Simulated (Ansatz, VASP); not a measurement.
## Os in VASP and in Ansatz

The input INCAR:

```
SYSTEM = Os
PREC = Accurate
ENCUT = 600
EDIFF = 1E-6
ISMEAR = -1
SIGMA = 0.1
LREAL = .False.
LASPH = .True.
NELM = 80
ALGO = Normal
ISIF = 3
LWAVE = .False.
LCHARG = .False.
GGA = CA
IBRION = 2
NSW = 60
EDIFFG = -0.005
```

KPOINTS

```
Automatic mesh
0
Gamma
  18 18 10
  0 0 0
```

File POSCAR:

```
Os
1.0
    2.6930569566      0.0000000000      0.0000000000
   -1.3465284783      2.3322557382      0.0000000000
    0.0000000000      0.0000000000      4.3627522697
Os
2
Direct
    0.3333333333      0.6666666667      0.2500000000
    0.6666666667      0.3333333333      0.7500000000
```

Input for Ansatz:

```yaml
crystal:
  lattice:
    - [2.6930569566, 0.0, 0.0]
    - [-1.3465284783, 2.3322557382, 0.0]
    - [0.0, 0.0, 4.3627522697]
  atoms:
    - { symbol: Os, position: [0.3333333333, 0.6666666667, 0.25] }
    - { symbol: Os, position: [0.6666666667, 0.3333333333, 0.75] }
kpoints:
  mp_grid: { grid: [18, 18, 10] }
scf:
  occupations: { method: fermi_dirac, width: 0.1 }
hamiltonian:
  xc: lda
  pseudopotentials: { kind: paw }
output:
  forces: true
  stress: true
  write_density: true
  write_potential: true
  elf: true
  volumetric_format: npy
relax:
  f_tol: 0.005
  max_steps: 40
  cell: {}
```

Alike in both runs: task relaxation of cell and atoms; functional LDA; k mesh 18 × 18 × 10; occupations fermi-dirac, width 0.1 eV; no spin polarisation.

|  | VASP | Ansatz |
| --- | --- | --- |
| version | VASP 6.6.1 | Ansatz 0.2.0 |
| potentials or method | VASP PAW LDA potentials, release 64 (Os) | PAW with Ansatz's default frozen-core files, scalar-relativistic |
| plane-wave cutoff (eV) | 600 | 420 |
| valence electrons in the cell | 16 | 32 |

Ansatz gave:

```
relaxed volume (Å³/atom)                                     : 13.70
relaxed cell length with the largest relative difference (Å) : 2.716
```

Which values does VASP return?

Relaxed volume (Å³/atom): 13.74; relaxed cell length with the largest relative difference (Å): 2.718.

LDA's correlation is that of Perdew and Zunger in VASP and of Perdew and Wang (1992) in Ansatz. VASP's potentials hold 16 valence electrons a cell and Ansatz's 32, so a difference there can come from the potentials and not from the codes.

Spin-orbit coupling is off throughout.
